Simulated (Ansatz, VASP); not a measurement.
# One calculation of SiC, two programs

```xyz
8
Lattice="-1.5460 2.6777 0.0000 0.0000 0.0000 5.0743 4.6379 2.6777 0.0000" Properties=species:S:1:pos:R:3 pbc="T T T"
Si    0.0000    1.7851    0.0004
Si    3.0919    1.7851    0.0004
Si    1.5460    0.8926    2.5376
Si    3.0919    3.5702    2.5376
C     0.0000    1.7851    1.9075
C     3.0919    1.7851    1.9075
C     1.5460    0.8926    4.4447
C     3.0919    3.5702    4.4447
```

Alike in both runs: task single point; functional PBE; k mesh 8 × 5 × 5; occupations fermi-dirac, width 0.02 eV; no spin polarisation.

```csv
,VASP,Ansatz
version,VASP 6.6.1,Ansatz 0.2.0
potentials or method,"VASP PAW PBE potentials, release 64 (Si, C), cutoff 520 eV","all-electron LAPW, scalar-relativistic"
```

|  | VASP | Ansatz | Ansatz less VASP |
| --- | --- | --- | --- |
| gap on the k mesh at the Fermi level (eV) | 2.36 | 2.37 | +0.002 |
| pressure (GPa) | 0.0 | 0.0 | +0.07 |

Ansatz ran all-electron here, and VASP with PAW potentials.
